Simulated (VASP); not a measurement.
# AlN (I4/mmm) in VASP: further runs, part 2 of 2

VASP 6.6.1. Earlier steps stand in the parts before.

## 4. Electric field gradients, PBE (zz strain of +3 %)

INCAR

```
SYSTEM = AlN
PREC = Accurate ; ENCUT = 520
EDIFF = 1E-8 ; ISMEAR = -1
SIGMA = 0.02 ; LREAL = .FALSE.
LASPH = .TRUE. ; NELM = 120
ALGO = Normal ; ISIF = 2
LWAVE = .FALSE. ; LCHARG = .FALSE.
GGA = PE ; LEFG = .TRUE.
NBANDS = 11 ; GGA_COMPAT = .FALSE.
```

KPOINTS

```
Automatic mesh
0
G
  10 10 10
  0 0 0
```

POSCAR

```
AlN
1.0
    0.0000000000      1.9780000000      2.0373400000
    1.9780000000      0.0000000000      2.0373400000
    1.9780000000      1.9780000000      0.0000000000
Al N
1 1
Direct
    0.0000000000      0.0000000000      0.0000000000
    0.5000000000      0.5000000000      0.5000000000
```

Potentials or basis: VASP PAW PBE potentials, release 64 (Al, N).

Run with:

```bash
$ cat potpaw_PBE.64/Al/POTCAR potpaw_PBE.64/N/POTCAR > POTCAR
$ mpirun -np 1 vasp_std > vasp.out
```

OUTCAR:

```text
SYSTEM = AlN
   PREC = Accurate
   ENCUT = 520
   EDIFF = 1E-8
   ISMEAR = -1
   LREAL = .FALSE.
   LASPH = .TRUE.
   NELM = 120
   ISIF = 2
   GGA = PE

 ion  position               nearest neighbor table
   1  0.000  0.000  0.000-   2 1.98   2 1.98   2 1.98   2 1.98   2 2.04   2 2.04
   2  0.500  0.500  0.500-   1 1.98   1 1.98   1 1.98   1 1.98   1 2.04   1 2.04

  LATTYP: Found a body centered tetragonal cell.
 ALAT       =     2.7973144264
 C/A-ratio  =     1.4566399692

  Lattice vectors:

 A1 = (  -1.9780000000,   0.0000000000,   2.0373400000)
 A2 = (   1.9780000000,   0.0000000000,   2.0373400000)
 A3 = (   0.0000000000,   1.9780000000,  -2.0373400000)

Analysis of symmetry for initial positions (statically):
=====================================================================
 Subroutine PRICEL returns:
 Original cell was already a primitive cell.

 Routine SETGRP: Setting up the symmetry group for a
 body centered tetragonal supercell.

 Subroutine GETGRP returns: Found 16 space group operations
 (whereof 16 operations were pure point group operations)
 out of a pool of 16 trial point group operations.

The static configuration has the point symmetry D_4h.

Analysis of symmetry for dynamics (positions and initial velocities):
=====================================================================
 Subroutine PRICEL returns:
 Original cell was already a primitive cell.

 Routine SETGRP: Setting up the symmetry group for a
 body centered tetragonal supercell.

 Subroutine GETGRP returns: Found 16 space group operations
 (whereof 16 operations were pure point group operations)
 out of a pool of 16 trial point group operations.

The dynamic configuration has the point symmetry D_4h.
[... 164 lines left out ...]
      9      27.9698      0.00000
     10      28.0197      0.00000
     11      28.9919      0.00000
[... 309 lines left out ...]
 k-point    24 :       0.4000    0.3000    0.0000
  band No.  band energies     occupation
      1      -4.4337      2.00000
      2       4.4139      2.00000
      3       7.5937      2.00000
      4       8.1919      2.00000
      5      16.9231      0.00000
      6      17.6736      0.00000
      7      22.8653      0.00000
      8      26.7405      0.00000
      9      27.4837      0.00000
     10      32.8431      0.00000
     11      35.6463      0.00000

 [... further k-points ...]
[... 5 lines left out ...]
  --------------------------------------------------------------------------------------
  -------------------------------------------------------------------------------------
  Total        1.9210639      1.9210639      0.9154481      0.0000000      0.0000000      0.0000000
  in kB      193.0662284    193.0662284     92.0022048      0.0000000      0.0000000      0.0000000
  external PRESSURE =     159.3782205 kB  Pullay stress =       0.0000000 kB

 VOLUME and BASIS-vectors are now :
 -----------------------------------------------------------------------------
  energy-cutoff  :      520.00
  volume of cell :       15.94
      direct lattice vectors                 reciprocal lattice vectors
     0.000000000  1.978000000  2.037340000    -0.252780586  0.252780586  0.245418045
     1.978000000  0.000000000  2.037340000     0.252780586 -0.252780586  0.245418045
     1.978000000  1.978000000  0.000000000     0.252780586  0.252780586 -0.245418045

 POSITION                                       TOTAL-FORCE (eV/Angst)
 -----------------------------------------------------------------------------------
      0.00000      0.00000      0.00000         0.000000      0.000000     -0.000000
      1.97800      1.97800      2.03734         0.000000      0.000000      0.000000
 -----------------------------------------------------------------------------------
    total drift:                               -0.000000     -0.000000      0.000000

  FREE ENERGIE OF THE ION-ELECTRON SYSTEM (eV)
  ---------------------------------------------------
  free  energy   TOTEN  =       -14.4936482060 eV

  energy  without entropy=      -14.4936482060  energy(sigma->0) =      -14.49364821

 Electric field gradients (V/A^2)
---------------------------------------------------------------------
 ion       V_xx      V_yy      V_zz      V_xy      V_xz      V_yz
---------------------------------------------------------------------
   1      -5.664    -5.664    11.328     0.000     0.000     0.000
   2      -1.926    -1.926     3.852     0.000    -0.000    -0.000
---------------------------------------------------------------------

 Electric field gradients after diagonalization (V/A^2)
 (convention: |V_zz| > |V_xx| > |V_yy|)
----------------------------------------------------------------------
 ion       V_xx      V_yy      V_zz     asymmetry (V_yy - V_xx)/ V_zz
----------------------------------------------------------------------
   1      -5.664    -5.664    11.328       0.000
   2      -1.926    -1.926     3.852       0.000
----------------------------------------------------------------------

           NMR quadrupolar parameters

 Cq : quadrupolar parameter    Cq=e*Q*V_zz/h
 eta: asymmetry parameters     (V_yy - V_xx)/ V_zz
 Q  : nuclear electric quadrupole moment in mb (millibarn)
----------------------------------------------------------------------
 ion       Cq(MHz)       eta       Q (mb)
----------------------------------------------------------------------
   1       0.027       0.000       1.000
   2       0.009       0.000       1.000
----------------------------------------------------------------------
```

OSZICAR:

```text
N       E                     dE             d eps       ncg     rms          rms(c)
DAV:   1     0.101685351551E+02    0.10169E+02   -0.41052E+03  2300   0.629E+02
DAV:   2    -0.155980368441E+02   -0.25767E+02   -0.24986E+02  2711   0.142E+02
DAV:   3    -0.162776767354E+02   -0.67964E+00   -0.67861E+00  2748   0.209E+01
DAV:   4    -0.162803299609E+02   -0.26532E-02   -0.26531E-02  2550   0.141E+00
DAV:   5    -0.162803523235E+02   -0.22363E-04   -0.22362E-04  2637   0.122E-01    0.776E+00
DAV:   6    -0.145182097168E+02    0.17621E+01   -0.73285E+00  2475   0.146E+01    0.278E+00
DAV:   7    -0.144992066893E+02    0.19003E-01   -0.20797E-01  2547   0.325E+00    0.183E+00
DAV:   8    -0.144939704548E+02    0.52362E-02   -0.15449E-02  2397   0.108E+00    0.348E-01
DAV:   9    -0.144935992761E+02    0.37118E-03   -0.15179E-03  2595   0.237E-01    0.156E-01
DAV:  10    -0.144936549994E+02   -0.55723E-04   -0.14419E-04  2523   0.869E-02    0.461E-02
DAV:  11    -0.144936484876E+02    0.65118E-05   -0.22354E-05  2634   0.270E-02    0.722E-03
DAV:  12    -0.144936482561E+02    0.23144E-06   -0.62795E-07  2544   0.685E-03    0.135E-03
DAV:  13    -0.144936482111E+02    0.45067E-07   -0.18522E-08  2542   0.875E-04    0.233E-04
DAV:  14    -0.144936481995E+02    0.11543E-07   -0.74999E-10  1353   0.223E-04    0.295E-04
DAV:  15    -0.144936482060E+02   -0.64729E-08   -0.13337E-10  1335   0.856E-05
   1 F= -.14493648E+02 E0= -.14493648E+02  d E =-.385206E-11
```

It took 6.8 s on 1 thread of Intel Xeon 6975P-C (Granite Rapids), shared host; peak memory 0.14 GiB.

Results:

```yaml
Free_energy: -14.4936 eV
Pressure: 15.9 GPa
Band_gap_on_the_k_mesh: 4.74 eV (least direct gap 6.06 eV)
Largest_electric_field_gradient_by_atom: Al +11.3; N +3.9 V/Å²
```

Stress tensor (GPa, compression positive):
```
19.31  0.00  0.00
 0.00 19.31  0.00
 0.00  0.00  9.20
```

Levels at points of the mesh, in eV from the valence-band top:
```
           k point  band 2  band 3  band 4  band 5  band 6  band 7
(0.00, 0.00, 0.00)   -0.20   -0.20    0.00    6.06   11.89   12.30
(0.50, 0.00, 0.00)   -8.67   -1.34   -1.22    6.20   10.88   11.52
(0.50, 0.50, 0.00)   -7.85   -2.87   -2.87    5.04    5.31   14.11
(0.50, 0.00, 0.50)   -7.71   -3.29   -2.90    4.74    5.02   14.49
```

Electric field gradients, principal values (V/Å²):
```csv
atom,least,middle,greatest (by size)
1 Al,-5.664,-5.664,11.328
2 N,-1.926,-1.926,3.852
```

Caveat: the cell differs from its parent crystal (zz strain of +3 %); the cell stands under pressure; without QUAD_EFG the Cq values of the log hold for a quadrupole moment of 1 mb, not for the nuclei. A k mesh can miss the band edges.

## 5. Electric field gradients, PBE (equal xx and yy strain of +2 %)

INCAR

```
SYSTEM = AlN
PREC = Accurate
ENCUT = 520
EDIFF = 1E-8
ISMEAR = -1
SIGMA = 0.02
LREAL = .FALSE.
LASPH = .TRUE.
NELM = 120
ALGO = Normal
ISIF = 2
LWAVE = .FALSE.
LCHARG = .FALSE.
GGA = PE
LEFG = .TRUE.
NBANDS = 11
GGA_COMPAT = .FALSE.
```

KPOINTS is that of step 4.

POSCAR

```
AlN
1.0
    0.0000000000      2.0175600000      1.9780000000
    2.0175600000      0.0000000000      1.9780000000
    2.0175600000      2.0175600000      0.0000000000
Al N
1 1
Direct
    0.0000000000      0.0000000000      0.0000000000
    0.5000000000      0.5000000000      0.5000000000
```

Potentials or basis: VASP PAW PBE potentials, release 64 (Al, N).

Run with:

```bash
$ cat potpaw_PBE.64/Al/POTCAR potpaw_PBE.64/N/POTCAR > POTCAR
$ mpirun -np 1 vasp_std > vasp.out
```

OUTCAR:

```text
SYSTEM = AlN
   PREC = Accurate
   ENCUT = 520
   EDIFF = 1E-8
   ISMEAR = -1
   LREAL = .FALSE.
   LASPH = .TRUE.
   NELM = 120
   ISIF = 2
   GGA = PE

 ion  position               nearest neighbor table
   1  0.000  0.000  0.000-   2 1.98   2 1.98   2 2.02   2 2.02   2 2.02   2 2.02
   2  0.500  0.500  0.500-   1 1.98   1 1.98   1 2.02   1 2.02   1 2.02   1 2.02

  LATTYP: Found a body centered tetragonal cell.
 ALAT       =     2.8532607149
 C/A-ratio  =     1.3864838847

  Lattice vectors:

[... 550 lines left out ...]
  ---------------------------------------------------
  free  energy   TOTEN  =       -14.5132847906 eV

  energy  without entropy=      -14.5132847906  energy(sigma->0) =      -14.51328479

 Electric field gradients (V/A^2)
---------------------------------------------------------------------
 ion       V_xx      V_yy      V_zz      V_xy      V_xz      V_yz
---------------------------------------------------------------------
   1       3.900     3.900    -7.801     0.000     0.000     0.000
   2       1.250     1.250    -2.499    -0.000    -0.000    -0.000
---------------------------------------------------------------------

 Electric field gradients after diagonalization (V/A^2)
 (convention: |V_zz| > |V_xx| > |V_yy|)
----------------------------------------------------------------------
 ion       V_xx      V_yy      V_zz     asymmetry (V_yy - V_xx)/ V_zz
----------------------------------------------------------------------
   1       3.900     3.900    -7.801       0.000
   2       1.250     1.249    -2.499       0.000
----------------------------------------------------------------------

           NMR quadrupolar parameters

 Cq : quadrupolar parameter    Cq=e*Q*V_zz/h
 eta: asymmetry parameters     (V_yy - V_xx)/ V_zz
 Q  : nuclear electric quadrupole moment in mb (millibarn)
----------------------------------------------------------------------
 ion       Cq(MHz)       eta       Q (mb)
----------------------------------------------------------------------
   1      -0.019       0.000       1.000
   2      -0.006       0.000       1.000
----------------------------------------------------------------------
```

OSZICAR:

```text
N       E                     dE             d eps       ncg     rms          rms(c)
DAV:   1     0.100920358642E+02    0.10092E+02   -0.40462E+03  2332   0.622E+02
DAV:   2    -0.156258227601E+02   -0.25718E+02   -0.25056E+02  2706   0.143E+02
DAV:   3    -0.162830140601E+02   -0.65719E+00   -0.65643E+00  2786   0.208E+01
DAV:   4    -0.162855481269E+02   -0.25341E-02   -0.25339E-02  2505   0.140E+00
DAV:   5    -0.162855694970E+02   -0.21370E-04   -0.21369E-04  2706   0.122E-01    0.771E+00
DAV:   6    -0.145363735601E+02    0.17492E+01   -0.73603E+00  2457   0.146E+01    0.275E+00
DAV:   7    -0.145188451784E+02    0.17528E-01   -0.19965E-01  2519   0.321E+00    0.181E+00
DAV:   8    -0.145135900338E+02    0.52551E-02   -0.15462E-02  2412   0.108E+00    0.344E-01
DAV:   9    -0.145132344666E+02    0.35557E-03   -0.14670E-03  2562   0.232E-01    0.154E-01
DAV:  10    -0.145132912609E+02   -0.56794E-04   -0.13848E-04  2540   0.858E-02    0.447E-02
DAV:  11    -0.145132851411E+02    0.61198E-05   -0.20109E-05  2634   0.254E-02    0.747E-03
DAV:  12    -0.145132848467E+02    0.29435E-06   -0.63763E-07  2526   0.679E-03    0.132E-03
DAV:  13    -0.145132847927E+02    0.54021E-07   -0.14349E-08  2535   0.788E-04    0.221E-04
DAV:  14    -0.145132847813E+02    0.11359E-07   -0.54202E-10  1365   0.193E-04    0.304E-04
DAV:  15    -0.145132847906E+02   -0.92527E-08   -0.14600E-10  1338   0.860E-05
   1 F= -.14513285E+02 E0= -.14513285E+02  d E =-.411664E-13
```

Wall time 6.8 s (1 thread of Intel Xeon 6975P-C (Granite Rapids), shared host); peak memory 0.14 GiB.

Results:

```
Free energy                             : -14.5133 eV
Pressure                                : 12.6 GPa
Band gap on the k mesh                  : 4.69 eV (least direct gap 6.00 eV)
Largest electric field gradient by atom : Al -7.8; N -2.5 V/Å²
```

Levels at points of the mesh, in eV from the valence-band top:
```tsv
k point	band 1	band 2	band 3	band 4	band 5	band 6	band 7	band 8
(0.00, 0.00, 0.00)	-17.84	-0.15	0.00	0.00	6.00	12.12	12.12	12.39
(0.50, 0.00, 0.00)	-14.47	-8.52	-1.21	-1.14	6.24	10.94	11.42	13.64
(0.50, 0.50, 0.00)	-13.34	-7.54	-3.01	-3.01	4.69	5.08	14.49	17.48
(0.50, 0.00, 0.50)	-13.51	-7.64	-2.99	-2.73	4.88	5.28	14.24	17.35
```

Electric field gradients, principal values (V/Å²):
```
atom  least  middle  greatest (by size)
1 Al  3.900   3.900              -7.801
 2 N  1.249   1.250              -2.499
```

Caveat: the cell differs from its parent crystal (equal xx and yy strain of +2 %); the cell stands under pressure; without QUAD_EFG the Cq values of the log hold for a quadrupole moment of 1 mb, not for the nuclei. A k mesh can miss the band edges.

## 6. Overview

| cell | gap on the mesh (eV) | pressure (GPa) |
| --- | --- | --- |
| a = 2.811, b = 2.811, c = 2.797 Å, angles 60.2, 60.2, 59.7°, 2 atoms | 5.08 | 21.9 |
| a = 2.783, b = 2.783, c = 2.797 Å, angles 59.8, 59.8, 60.3°, 2 atoms | 5.07 | 28.9 |
| a = 2.840, b = 2.840, c = 2.797 Å, angles 60.5, 60.5, 59.0°, 2 atoms | 4.74 | 15.9 |
| a = 2.825, b = 2.825, c = 2.853 Å, angles 59.7, 59.7, 60.7°, 2 atoms | 4.69 | 12.6 |

Alike in all rows: task electric field gradients; level PBE; potentials or basis VASP PAW PBE potentials, release 64 (Al, N); no spin polarisation; k mesh 10 × 10 × 10; cutoff (eV) 520; smearing fermi-dirac 0.02 eV.

Caveats: the cell stands under pressure.

Absolute energies hang on the potentials; compare differences alone.
